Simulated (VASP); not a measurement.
Set up this calculation in VASP 6.6.1, as the native input.

```
Task                   : single point
Functional             : b88 exchange, pbe correlation
Potentials or basis    : VASP PAW PBE potentials, release 64 (Se, Zn)
Cutoff                 : 500 eV
k mesh                 : 8 × 8 × 8
Occupations            : fermi-dirac, width 0.05 eV
Spin                   : no spin polarisation
Dipole correction      : no
Further INCAR settings : ALGO = Normal; EDIFF = 1e-06; NBANDS = 16
```

The structure of ZnSe lies in POSCAR:

```
ZnSe
1.0
    0.0000000000      2.8338000000      2.8338000000
    2.8338000000      0.0000000000      2.8338000000
    2.8338000000      2.8338000000      0.0000000000
Se Zn
1 1
Direct
    0.7500000000      0.7500000000      0.7500000000
    0.0000000000      0.0000000000      0.0000000000
```

One way to write it, as run:

INCAR

```
SYSTEM = ZnSe
PREC     = Accurate       ! precision mode
ENCUT    = 500            ! plane-wave cutoff, eV
EDIFF    = 1E-6           ! SCF threshold, eV
ISMEAR   = -1             ! smearing method
SIGMA    = 0.05           ! smearing width, eV
LREAL    = .FALSE.        ! projectors in reciprocal space
LASPH    = .TRUE.         ! aspherical terms in the spheres
NELM     = 120            ! most SCF steps
ALGO     = Normal         ! electronic algorithm
ISIF     = 2              ! what is computed and relaxed
LWAVE    = .FALSE.        ! write WAVECAR
LCHARG   = .FALSE.        ! write CHGCAR
GGA      = LIBXC          ! functional
LIBXC1   = GGA_X_B88    
LIBXC2   = GGA_C_PBE    
NBANDS   = 16             ! bands
GGA_COMPAT= .FALSE.
```

KPOINTS

```
Automatic mesh
0
G
  8 8 8
  0 0 0
```

Potentials or basis: VASP PAW PBE potentials, release 64 (Se, Zn).

Command:

```bash
$ cat potpaw_PBE.64/Se/POTCAR potpaw_PBE.64/Zn/POTCAR > POTCAR
$ mpirun -np 1 vasp_std > vasp.out
```

Results of the run:

- Pressure: 2.2 GPa
- Band gap on the k mesh: 1.29 eV

Caveat: the PAW data sets were made with another functional, which shifts forces and pressure a little.

Wall time 15 s on 1 thread of AMD EPYC 9R45 96-Core Processor (Zen 5), with other jobs on the host, peak memory 0.14 GiB.
